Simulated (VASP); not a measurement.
Set up this calculation in VASP 6.6.1, as the native input.

- Task: single point
- Functional: PBE
- Potentials or basis: VASP PAW PBE potentials, release 64 (Zr_sv, In_d, Se)
- Cutoff: 520 eV
- k mesh: 6 × 6 × 2
- Occupations: gaussian, width 0.1 eV
- Spin: no spin polarisation
- Dipole correction: no
- Further INCAR settings: ALGO = Normal; EDIFF = 1e-06; NBANDS = 37

The structure of ZrIn2Se3 lies in POSCAR:

```
ZrIn2Se3
1.0
    3.5139311387      0.0000000000      0.0000000000
    0.0000000000      3.5139311387      0.0000000000
    0.0000000000      0.0000000000     11.3046049627
Zr In Se
1 2 3
Direct
    0.5000000000      0.5000000000      0.5000000000
    0.5000000000      0.5000000000      0.8413276024
    0.5000000000      0.5000000000      0.1586723976
    0.0000000000      0.0000000000      0.0000000000
    0.0000000000      0.0000000000      0.6348380611
    0.0000000000      0.0000000000      0.3651619389
```

The cell was built from a structure type or drawn by symmetry, and may not be a known phase.

One way to write it, as run:

INCAR

```
PREC     = Accurate       # precision mode
ENCUT    = 520            # plane-wave cutoff, eV
EDIFF    = 1E-6           # SCF threshold, eV
ISMEAR   = 0              # smearing method
SIGMA    = 0.1            # smearing width, eV
LREAL    = F              # projectors in reciprocal space
LASPH    = T              # aspherical terms in the spheres
NELM     = 100            # most SCF steps
ALGO     = Normal         # electronic algorithm
ISIF     = 2              # what is computed and relaxed
LWAVE    = F              # write WAVECAR
LCHARG   = F              # write CHGCAR
GGA      = PE             # functional
NBANDS   = 37             # bands
```

KPOINTS

```
regular mesh
0
Gamma
  6 6 2
```

Potentials or basis: VASP PAW PBE potentials, release 64 (Zr_sv, In_d, Se).

Launch:

```console
$ cat potpaw_PBE.64/Zr_sv/POTCAR potpaw_PBE.64/In_d/POTCAR potpaw_PBE.64/Se/POTCAR > POTCAR
$ mpirun -np 1 vasp_std > vasp.out
```

Results of the run:

- Pressure: 0.0 GPa
- Largest force: 0.007 eV/Å
- Band gap on the k mesh: zero (bands 28 and 29 overlap by 0.56 eV)

Caveat: spin-orbit coupling is left out, which moves the levels of the heavy elements.

It took 3.6 min on 1 thread of Intel Xeon 8259CL, on a shared host, peak memory 0.3 GiB.
